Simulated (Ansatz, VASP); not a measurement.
## Two plane-wave programs on HgSe

```
Hg Se
1.0
     0.00000    3.09267    3.09267
     3.09267    0.00000    3.09267
     3.09267    3.09267    0.00000
Hg Se
1 1
Direct
  0.00000 0.00000 0.00000
  0.25000 0.25000 0.25000
```

Alike in both runs: task single point; functional r2SCAN; k mesh 6 × 6 × 6; no spin polarisation.

```csv
,VASP,Ansatz
version,VASP 6.6.1,Ansatz 0.2.0
potentials or method,"VASP PAW PBE potentials, release 64 (Hg, Se)",plane waves
plane-wave cutoff (eV),550,500
occupations,"methfessel-paxton of order 1, width 0.05 eV","cold, width 0.05 eV"
valence electrons in the cell,18,36
```

```tsv
	VASP	Ansatz	Ansatz less VASP
pressure (GPa)	0.2	0.0	-0.21
```

VASP's potentials were made for PBE, not for r2SCAN. VASP's potentials hold 18 valence electrons a cell and Ansatz's 36, so a difference there can come from the potentials and not from the codes.

Neither program's run includes spin-orbit coupling.
